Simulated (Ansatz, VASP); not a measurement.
One calculation of BAs, two programs

Contents of INCAR:

```
ALGO = Normal
EDIFF = 1E-6
ENCUT = 520
GGA = PE
ISIF = 2
ISMEAR = -1
LASPH = True
LCHARG = True
LELF = True
LREAL = False
LVHAR = True
LWAVE = False
NBANDS = 11
NELM = 60
PREC = Accurate
SIGMA = 0.02
```

KPOINTS

```
k-points
0
Gamma
  10 10 10
```

Contents of POSCAR:

```
BAs
1.0
    0.0000000000      2.3201115760      2.4249710624
    2.3201115760      0.0000000000      2.4249710624
    2.3201115760      2.3201115760      0.0000000000
B As
1 1
Direct
    0.0000000000      0.0000000000      0.0000000000
    0.2500000000      0.2500000000      0.2500000000
```

Input for Ansatz:

```yaml
crystal:
  lattice:
    - [0.0, 2.320111576, 2.4249710624]
    - [2.320111576, 0.0, 2.4249710624]
    - [2.320111576, 2.320111576, 0.0]
  atoms:
    - { symbol: B, position: [0.0, 0.0, 0.0] }
    - { symbol: As, position: [0.25, 0.25, 0.25] }
kpoints:
  mp_grid: { grid: [10, 10, 10] }
  band_path:
    path:
      - [0.0, 0.0, 0.0]
      - [-0.5, -0.5, 0.0]
      - [-0.375, -0.375, 0.25]
      - [-0.375, 0.0, 0.375]
      - [0.0, 0.0, 0.5]
      - [-0.5, -0.25, 0.25]
      - [0.0, 0.401042, 0.401042]
    npoints: 1
hamiltonian:
  xc: pbe
scf:
  occupations: { method: fermi_dirac, width: 0.02 }
  n_extra_bands: 4
output:
  forces: true
  stress: true
  eigenvalues: true
```

Change from the starting cell: epitaxial_xy strain -3.0%.

Alike in both runs: task single point; functional PBE; k mesh 10 × 10 × 10; occupations fermi-dirac, width 0.02 eV; no spin polarisation.

```csv
,VASP,Ansatz
version,VASP 6.6.1,Ansatz 0.2.0
potentials or method,"VASP PAW PBE potentials, release 64 (B, As)","plane waves, PAW"
plane-wave cutoff (eV),520,420
valence electrons in the cell,8,18
```

```csv
,VASP,Ansatz,Ansatz less VASP
gap on the k mesh at the Fermi level (eV),0.79,0.80,+0.010
pressure (GPa),10.2,9.4,-0.81
"traceless stress, the component that is largest in VASP (GPa)",-6.73,-6.77,-0.036
```

The functional is the same, so the differences come from potentials, cutoffs and numerics. VASP's potentials hold 8 valence electrons a cell and Ansatz's 18, so a difference there can come from the potentials and not from the codes.
